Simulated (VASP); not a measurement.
Crystal: Pd.

```
Pd
1.0
    -2.43253    2.43253    1.33789
     2.43253   -2.43253    1.33789
     2.43253    2.43253   -1.33789
Pd
2
Direct
  0.62500 0.87500 0.75000
  0.37500 0.12500 0.25000
```

| Property | Result |
| --- | --- |
| Program | VASP 6.6.1 |
| Task | relaxation of cell and atoms |
| Functional | PBE |
| Potentials or basis | VASP PAW PBE potentials, release 64 (Pd) |
| Cutoff | 600 eV |
| k mesh | 16 × 16 × 16 |
| Occupations | fermi-dirac, width 0.05 eV |
| Spin | no spin polarisation |

At the start: pressure 10.2 GPa; volume 15.83 Å³/atom.

Q: Where does the relaxation end?

A: Over 8 steps the energy falls by 34.8 meV/atom and the volume is 16.85 Å³/atom (+6.4 %); space group I4_1/amd (No. 141, to 0.1 Å) before and after.

Step by step:
```csv
step,energy change (eV),largest force (eV/Å),pressure (GPa),volume (Å³)
1,0.0000,0.0000,10.23,31.67
2,0.0152,0.0000,-8.77,36.52
3,-0.0679,0.0000,-0.44,33.81
4,-0.0679,0.0000,-0.27,33.77
5,-0.0696,0.0000,0.07,33.68
6,-0.0696,0.0000,0.08,33.68
7,-0.0696,0.0000,-0.07,33.71
8,-0.0697,0.0000,0.01,33.69
```

Final structure:
```
CELL_PARAMETERS angstrom
-2.50325 2.50325 1.34430
2.50325 -2.50325 1.34430
2.50325 2.50325 -1.34430
ATOMIC_POSITIONS crystal
Pd 0.62500 0.87500 0.75000
Pd 0.37500 0.12500 0.25000
```
